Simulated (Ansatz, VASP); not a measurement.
Sb in VASP and in Ansatz

```
Sb
1.0
     3.38847    0.00000    0.00000
     0.00000    4.79202    0.00000
     0.00000    0.00000   24.47120
Sb
6
Direct
  0.25000 0.25000 0.33120
  0.75000 0.75000 0.38613
  0.25000 0.25000 0.44828
  0.75000 0.75000 0.55172
  0.25000 0.25000 0.61387
  0.75000 0.75000 0.66880
```

Alike in both runs: functional PBE; k mesh 10 × 7 × 1; occupations fermi-dirac, width 0.08 eV; no spin polarisation.

Ansatz relaxed the structure, and its values are those at the end. VASP's run is a single point on that final structure, the one shown.

```csv
,VASP,Ansatz
version,VASP 6.6.1,Ansatz 0.2.0
potentials or method,"VASP PAW PBE potentials, release 64 (Sb), cutoff 520 eV","all-electron LAPW, scalar-relativistic"
```

|  | VASP | Ansatz | Ansatz less VASP |
| --- | --- | --- | --- |
| rms of the force components (eV/Å) | 0.007 | 0.002 | -0.0050 |

Ansatz ran all-electron here, and VASP with PAW potentials.

Spin-orbit coupling is off throughout.
